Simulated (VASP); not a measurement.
Input of a VASP 6.6.1 run:

INCAR

```
PREC = Accurate ; ENCUT = 600
EDIFF = 1E-6 ; ISMEAR = 0
SIGMA = 0.1 ; LREAL = False
LASPH = True ; NELM = 100
ALGO = Fast ; ISIF = 3
LWAVE = False ; LCHARG = False
GGA = PE ; IBRION = 2
NSW = 100 ; EDIFFG = -0.01
```

The input KPOINTS:

```
regular mesh
0
Gamma
  18 18 14
```

Contents of POSCAR:

```
ScW
1.0
    3.0439793960      0.0000000000      0.0000000000
    0.0000000000      3.0439793960      0.0000000000
    0.0000000000      0.0000000000      3.9897872797
Sc W
1 1
Direct
    0.5000000000      0.5000000000      0.5000000000
    0.0000000000      0.0000000000      0.0000000000
```

Potentials or basis: VASP PAW PBE potentials, release 64 (Sc_sv, W_sv).

Run with:

```console
$ cat potpaw_PBE.64/Sc_sv/POTCAR potpaw_PBE.64/W_sv/POTCAR > POTCAR
$ mpirun -np 1 vasp_std > vasp.out
```

Question: Estimate the relaxed volume.

Answer: 18.47 Å³/atom.

Question: Estimate the space group after relaxing (to 0.1 Å).

Answer: P4/mmm (No. 123).

Step by step:
| step | energy change (eV) | largest force (eV/Å) | pressure (GPa) | volume (Å³) |
| --- | --- | --- | --- | --- |
| 1 | 0.0000 | 0.0000 | 1.28 | 36.97 |
| 2 | -0.0680 | 0.0000 | -1.55 | 37.74 |
| 3 | -0.2308 | 0.0000 | -8.81 | 39.80 |
| 4 | -0.2406 | 0.0000 | -10.55 | 40.37 |
| 5 | -0.2389 | 0.0000 | -9.74 | 40.10 |
| 6 | -0.2518 | 0.0000 | -9.77 | 40.07 |
| 7 | -0.2811 | 0.0000 | -9.72 | 39.99 |
| 8 | -0.2885 | 0.0000 | -9.11 | 39.73 |
| 9 | -0.2940 | 0.0000 | -9.51 | 39.88 |
| 10 | -0.3170 | 0.0000 | -8.41 | 39.47 |
| 11 | -0.3671 | 0.0000 | -4.73 | 38.26 |
| 12 | -0.3736 | 0.0000 | 4.28 | 35.91 |
| 13 | -0.3871 | 0.0000 | -0.17 | 36.98 |
| 14 | -0.3871 | 0.0000 | 0.07 | 36.92 |
| 15 | -0.3871 | 0.0000 | 0.05 | 36.92 |
| 16 | -0.3871 | 0.0000 | 0.01 | 36.94 |
| 17 | -0.3871 | 0.0000 | -0.13 | 36.97 |
| 18 | -0.3871 | 0.0000 | -0.11 | 36.96 |
| 19 | -0.3871 | 0.0000 | -0.06 | 36.95 |

Caveat: a cell axis changed by over 15 % at a fixed basis, so the end point is rough.
